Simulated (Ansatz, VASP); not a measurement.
Given: the input of a run of VASP 6.6.1 on P.

INCAR

```
SYSTEM = P
PREC = Accurate ; ENCUT = 520
EDIFF = 1E-6 ; ISMEAR = -1
SIGMA = 0.05 ; LREAL = .FALSE.
LASPH = .TRUE. ; NELM = 80
ALGO = Normal ; ISIF = 2
LWAVE = .FALSE. ; LCHARG = .FALSE.
GGA = PS ; NBANDS = 18
```

The input KPOINTS:

```
Automatic mesh
0
G
  8 1 6
  0 0 0
```

File POSCAR:

```
P
1.0
    3.2393475808      0.0000000000      0.0000000000
    0.0000000000     34.3859322811      0.0000000000
    0.0000000000      0.0000000000      4.5694812964
P
4
Direct
    0.5000000000      0.9702614300      0.9078492800
    0.5000000000      0.0297385700      0.0921507200
    0.0000000000      0.0297385700      0.4078492800
    0.0000000000      0.9702614300      0.5921507200
```

Potentials or basis: VASP PAW PBE potentials, release 64 (P).

The run is started by

```console
$ cat potpaw_PBE.64/P/POTCAR > POTCAR
$ mpirun -np 1 vasp_std > vasp.out
```

Question: Set up the same calculation for Ansatz 0.2.0. Potentials there: all-electron LAPW, scalar-relativistic.

Answer: As run (the cutoff follows the program's own potentials):

input.yaml

```yaml
crystal:
  lattice:
    - [3.2393475808, 0.0, 0.0]
    - [0.0, 34.3859322811, 0.0]
    - [0.0, 0.0, 4.5694812964]
  atoms:
    - { symbol: P, position: [0.5, 0.97026143, 0.90784928] }
    - { symbol: P, position: [0.5, 0.02973857, 0.09215072] }
    - { symbol: P, position: [0.0, 0.02973857, 0.40784928] }
    - { symbol: P, position: [0.0, 0.97026143, 0.59215072] }
kpoints:
  mp_grid: { grid: [8, 1, 6] }
scf:
  occupations: { method: fermi_dirac, width: 0.05 }
hamiltonian:
  xc: pbesol
  pseudopotentials: { kind: all_electron, lapw: { basis_error: 0.001 } }
output:
  forces: true
  stress: true
  eigenvalues: true
```

Potentials or basis: all-electron LAPW, scalar-relativistic.

Launch:

```console
$ ansatz run input.yaml --threads 2 --pin off --max-ram 8192MiB --backend cpu --events-out ev --progress --plain --runs-dir out
```

Both were run:

|  | VASP | Ansatz | Ansatz less VASP |
| --- | --- | --- | --- |
| gap on the k mesh at the Fermi level (eV) | 0.87 | 0.86 | -0.013 |
| least direct gap on the mesh (eV) | 0.87 | 0.87 | -0.010 |
| rms of the force components (eV/Å) | 0.345 | 0.355 | +0.0098 |

VASP's potentials were made for PBE, not for PBEsol. Atom by atom the forces differ by 0.010 eV/Å (rms over components). Ansatz ran all-electron here, and VASP with PAW potentials.
